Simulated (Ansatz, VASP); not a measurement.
## One calculation of Pd, two programs

INCAR

```
SYSTEM = Pd
PREC = Accurate ; ENCUT = 500
EDIFF = 1E-6 ; ISMEAR = -1
SIGMA = 0.1 ; LREAL = .FALSE.
LASPH = .TRUE. ; NELM = 200
ALGO = Normal ; ISIF = 2
LWAVE = .FALSE. ; LCHARG = .FALSE.
ISPIN = 2 ; MAGMOM = 0
LORBIT = 11 ; LMAXMIX = 4
GGA = PE ; NBANDS = 15
GGA_COMPAT = .FALSE.
```

KPOINTS

```
Automatic mesh
0
G
  8 8 8
  0 0 0
```

The input POSCAR:

```
Pd
1.0
   -1.5844850000      1.5844850000      1.5844850000
    1.5844850000     -1.5844850000      1.5844850000
    1.5844850000      1.5844850000     -1.5844850000
Pd
1
Direct
    0.0000000000      0.0000000000      0.0000000000
```

Input for Ansatz:

```yaml
crystal:
  lattice:
    - [-1.584485, 1.584485, 1.584485]
    - [1.584485, -1.584485, 1.584485]
    - [1.584485, 1.584485, -1.584485]
  atoms:
    - { symbol: Pd, position: [0, 0, 0] }
kpoints:
  mp_grid: { grid: [8, 8, 8], shift: [0, 0, 0] }
hamiltonian:
  xc: pbe
  pseudopotentials: { kind: nc }
scf:
  occupations: { method: fermi_dirac }
  algorithm: direct_min
  lower_state_search: standard
magnetization:
  spin_polarized: true
```

Alike in both runs: task single point; functional PBE; k mesh 8 × 8 × 8; collinear spin.

|  | VASP | Ansatz |
| --- | --- | --- |
| version | VASP 6.6.1 | Ansatz 0.2 development build |
| potentials or method | VASP PAW PBE potentials, release 64 (Pd) | scalar-relativistic |
| plane-wave cutoff (eV) | 500 | 1116 |
| occupations | fermi-dirac, width 0.1 eV | fermi-dirac |

|  | VASP | Ansatz | Ansatz less VASP |
| --- | --- | --- | --- |
| net moment per atom (μB) | 0.00 | 0.00 | 0.000 |
